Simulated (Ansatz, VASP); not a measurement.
One calculation of SiC, two programs

File INCAR:

```
SYSTEM = SiC
PREC = Accurate
ENCUT = 520
EDIFF = 1E-7
ISMEAR = 0
SIGMA = 0.05
LREAL = .False.
LASPH = .True.
NELM = 80
ALGO = Normal
ISIF = 2
LWAVE = .False.
LCHARG = .False.
GGA = PS
IVDW = 12
NBANDS = 11
```

The input KPOINTS:

```
regular mesh
0
Gamma
  10 10 10
  0 0 0
```

Contents of POSCAR:

```
SiC
1.0
    0.0000000000      2.1366586079      2.1366586079
    2.1366586079      0.0000000000      2.1366586079
    2.1366586079      2.1366586079      0.0000000000
Si C
1 1
Direct
    0.0000000000      0.0000000000      0.0000000000
    0.7500000000      0.7500000000      0.7500000000
```

Input for Ansatz:

```yaml
crystal:
  lattice:
    - [0.0, 2.1366586079, 2.1366586079]
    - [2.1366586079, 0.0, 2.1366586079]
    - [2.1366586079, 2.1366586079, 0.0]
  atoms:
    - { symbol: Si, position: [0.0, 0.0, 0.0] }
    - { symbol: C, position: [0.75, 0.75, 0.75] }
basis:
  ecutwfc: 420
  ecutrho_ratio: 4
kpoints:
  mp_grid: { grid: [10, 10, 10] }
hamiltonian:
  xc: pbesol
  dispersion: d3bj
scf:
  occupations: { method: gaussian, width: 0.05 }
output:
  forces: true
  stress: true
  eigenvalues: true
```

Alike in both runs: task single point; functional PBEsol; dispersion D3(BJ); k mesh 10 × 10 × 10; occupations gaussian, width 0.05 eV; no spin polarisation.

```csv
,VASP,Ansatz
version,VASP 6.6.1,Ansatz 0.2.0
potentials or method,"VASP PAW PBE potentials, release 64 (Si, C), cutoff 520 eV","scalar-relativistic, plane waves, PAW"
valence electrons in the cell,8,8
```

|  | VASP | Ansatz | Ansatz less VASP |
| --- | --- | --- | --- |
| gap on the k mesh at the Fermi level (eV) | 1.18 | 1.19 | +0.010 |
| least direct gap on the mesh (eV) | 4.50 | 4.51 | +0.011 |
| pressure (GPa) | 10.5 | 10.1 | -0.40 |

VASP's potentials were made for PBE, not for PBEsol.
